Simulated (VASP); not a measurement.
Al5InSb6, 12 atoms in the cell. The structure is tetragonal, space group P-4m2 (No. 115). Conventional cell: a = 4.450 Å, b = 4.450 Å, c = 18.857 Å, α = 90.00°, β = 90.00°, γ = 90.00°. Within 3.6 Å of Al (site symmetry 2mm) lie 4 Sb at 2.70 to 2.71 Å. Within 3.6 Å of Al (site symmetry 2mm) lie 4 Sb at 2.71 Å. Al (site symmetry -4m2) has 4 Sb at 2.71 Å within 3.6 Å. Within 3.7 Å of In (site symmetry -4m2) lie 4 Sb at 2.83 Å. Within 3.6 Å of Sb (site symmetry 2mm) lie 4 Al at 2.71 Å. Within 3.6 Å of Sb (site symmetry 2mm) lie 4 Al at 2.71 Å. Within 3.6 Å of Sb (site symmetry 2mm) lie 2 Al at 2.70 Å and 2 In at 2.83 Å. 

```yaml
Program: VASP 6.6.1
Task: single point
Functional: PBE
Potentials_or_basis: VASP PAW PBE potentials, release 64 (Al, In_d, Sb)
Cutoff: 520 eV
k_mesh: 6 × 6 × 2
Occupations: gaussian, width 0.02 eV
Spin: no spin polarisation
Dipole_correction: no
Further_INCAR_settings: ALGO = Normal; EDIFF = 1e-07; NBANDS = 41
```

Potentials or basis: VASP PAW PBE potentials, release 64 (Al, In_d, Sb).

The run is started by

```sh
$ cat potpaw_PBE.64/Al/POTCAR potpaw_PBE.64/In_d/POTCAR potpaw_PBE.64/Sb/POTCAR > POTCAR
$ mpirun -np 1 vasp_std > vasp.out
```

Hardware: 1 thread of Intel Xeon 8259CL, with other jobs on the host.

**Question.** Estimate the wall time of this run.

**Answer.** Run time: 12 min on 1 thread of Intel Xeon 8259CL (shared host), peak memory 0.61 GiB. Counts: scf iterations 18, k points 20.
